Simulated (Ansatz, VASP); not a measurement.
**SnSe: VASP beside Ansatz**

```
CELL_PARAMETERS angstrom
0.00000 3.08525 2.85950
3.08525 0.00000 2.85950
3.08525 3.08525 0.00000
ATOMIC_POSITIONS crystal
Sn 0.00000 0.00000 0.00000
Se 0.50000 0.50000 0.50000
```

Change from the starting cell: strain +0.025 along x and y, -0.050 along z, atoms carried along.

Alike in both runs: task single point; functional LDA; k mesh 8 × 8 × 8; occupations gaussian, width 0.05 eV; no spin polarisation.

|  | VASP | Ansatz |
| --- | --- | --- |
| version | VASP 6.6.1 | Ansatz 0.2.0 |
| potentials or method | VASP PAW LDA potentials, release 64 (Sn_d, Se), cutoff 520 eV | scalar-relativistic, plane waves, PAW |
| valence electrons in the cell | 20 | 30 |

VASP gave:

```
gap on the k mesh at the Fermi level (eV)                     : 0.62
least direct gap on the mesh (eV)                             : 0.62
pressure (GPa)                                                : -2.4
traceless stress, the component that is largest in VASP (GPa) : 6.44
```

**Question.** Estimate Ansatz's values.

**Answer.** gap on the k mesh at the Fermi level (eV): 0.63; least direct gap on the mesh (eV): 0.63; pressure (GPa): -2.5; traceless stress, the component that is largest in VASP (GPa): 6.39.

LDA's correlation is that of Perdew and Zunger in VASP and of Perdew and Wang (1992) in Ansatz. VASP's potentials hold 20 valence electrons a cell and Ansatz's 30, so a difference there can come from the potentials and not from the codes.
